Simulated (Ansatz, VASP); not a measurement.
**Lu3Hf2F: VASP beside Ansatz**

Contents of INCAR:

```
PREC = Accurate ; ENCUT = 520
EDIFF = 1E-6 ; ISMEAR = 0
SIGMA = 0.1 ; LREAL = F
LASPH = T ; NELM = 100
ALGO = Normal ; ISIF = 2
LWAVE = F ; LCHARG = T
GGA = PE ; LELF = T
LVHAR = T ; NBANDS = 60
```

File KPOINTS:

```
regular mesh
0
Gamma
  6 6 4
```

Contents of POSCAR:

```
Lu3Hf2F
1.0
    5.7497132700      0.0000000000      0.0000000000
   -2.8748566400      4.9793977600      0.0000000000
    0.0000000000      0.0000000000      4.3704399100
Lu Hf F
3 2 1
Direct
    0.5000000000      0.5000000000      0.5000000000
    0.5000000000      0.0000000000      0.5000000000
    0.0000000000      0.5000000000      0.5000000000
    0.6666666700      0.3333333300      0.0000000000
    0.3333333300      0.6666666700      0.0000000000
    0.0000000000      0.0000000000      0.0000000000
```

Input for Ansatz:

```yaml
crystal:
  lattice:
    - [5.74971327, 0.0, 0.0]
    - [-2.87485664, 4.97939776, 0.0]
    - [0.0, 0.0, 4.37043991]
  atoms:
    - { symbol: Lu, position: [0.5, 0.5, 0.5] }
    - { symbol: Lu, position: [0.5, 0.0, 0.5] }
    - { symbol: Lu, position: [0.0, 0.5, 0.5] }
    - { symbol: Hf, position: [0.66666667, 0.33333333, 0.0] }
    - { symbol: Hf, position: [0.33333333, 0.66666667, 0.0] }
    - { symbol: F, position: [0.0, 0.0, 0.0] }
basis:
  ecutwfc: 420
kpoints:
  mp_grid: { grid: [6, 6, 4] }
hamiltonian:
  xc: pbe
scf:
  occupations: { method: gaussian, width: 0.1 }
  lower_state_search: "off"
output:
  forces: true
  stress: true
  eigenvalues: true
```

Change from the starting cell: species swapped into the EuAl2Ag3 type (P6/mmm, No. 191).

Alike in both runs: task single point; functional PBE; k mesh 6 × 6 × 4; occupations gaussian, width 0.1 eV; no spin polarisation.

```csv
,VASP,Ansatz
version,VASP 6.6.1,Ansatz 0.2.0
potentials or method,"VASP PAW PBE potentials, release 64 (Lu, Hf_pv, F), cutoff 520 eV","scalar-relativistic, plane waves, PAW"
valence electrons in the cell,102,134
```

Ansatz gave:

| Quantity | Value |
| --- | --- |
| gap on the k mesh at the Fermi level (eV) | none |
| pressure (GPa) | 23.2 |
| traceless stress, the component that is largest in VASP (GPa) | 9.22 |

Question: Estimate VASP's values.

Answer: gap on the k mesh at the Fermi level (eV): none; pressure (GPa): 23.4; traceless stress, the component that is largest in VASP (GPa): 9.22.

A gap of «none» marks a metal or a gap that the smearing closes. VASP's potentials hold 102 valence electrons a cell and Ansatz's 134, so a difference there can come from the potentials and not from the codes.

Neither program's run includes spin-orbit coupling.
